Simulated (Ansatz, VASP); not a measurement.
SiNi: VASP beside Ansatz

Contents of INCAR:

```
ALGO = Normal ; EDIFF = 1E-7
EDIFFG = -0.005 ; ENCUT = 600
GGA = PE ; IBRION = 2
ISIF = 3 ; ISMEAR = -1
LASPH = T ; LCHARG = F
LREAL = F ; LWAVE = F
NELM = 60 ; NSW = 60
PREC = Accurate ; SIGMA = 0.1
```

KPOINTS

```
k-points
0
Gamma
  15 15 15
```

POSCAR

```
SiNi
1.0
    2.7144176166      0.0000000000      0.0000000000
    0.0000000000      2.7144176166      0.0000000000
    0.0000000000      0.0000000000      2.7144176166
Ni Si
1 1
Direct
    0.0000000000      0.0000000000      0.0000000000
    0.5000000000      0.5000000000      0.5000000000
```

Input for Ansatz:

```yaml
crystal:
  lattice:
    - [2.7144176166, 0.0, 0.0]
    - [0.0, 2.7144176166, 0.0]
    - [0.0, 0.0, 2.7144176166]
  atoms:
    - { symbol: Ni, position: [0.0, 0.0, 0.0] }
    - { symbol: Si, position: [0.5, 0.5, 0.5] }
kpoints:
  mp_grid: { grid: [15, 15, 15] }
scf:
  occupations: { method: fermi_dirac, width: 0.1 }
hamiltonian:
  xc: pbe
  pseudopotentials: { kind: paw }
output:
  forces: true
  stress: true
relax:
  f_tol: 0.005
  max_steps: 40
  cell: {}
```

Alike in both runs: task relaxation of cell and atoms; functional PBE; k mesh 15 × 15 × 15; occupations fermi-dirac, width 0.1 eV; no spin polarisation.

```csv
,VASP,Ansatz
version,VASP 6.6.1,Ansatz 0.2.0
potentials or method,"VASP PAW PBE potentials, release 64 (Ni, Si)","PAW with Ansatz's default frozen-core files, scalar-relativistic"
plane-wave cutoff (eV),600,420
valence electrons in the cell,14,22
```

|  | VASP | Ansatz | Ansatz less VASP |
| --- | --- | --- | --- |
| relaxed volume (Å³/atom) | 11.44 | 11.44 | -0.003 |
| relaxed length of the cell vector where the two differ most in proportion (Å) | 2.839 | 2.839 | -0.0003 |

VASP's potentials hold 14 valence electrons a cell and Ansatz's 22, so a difference there can come from the potentials and not from the codes.
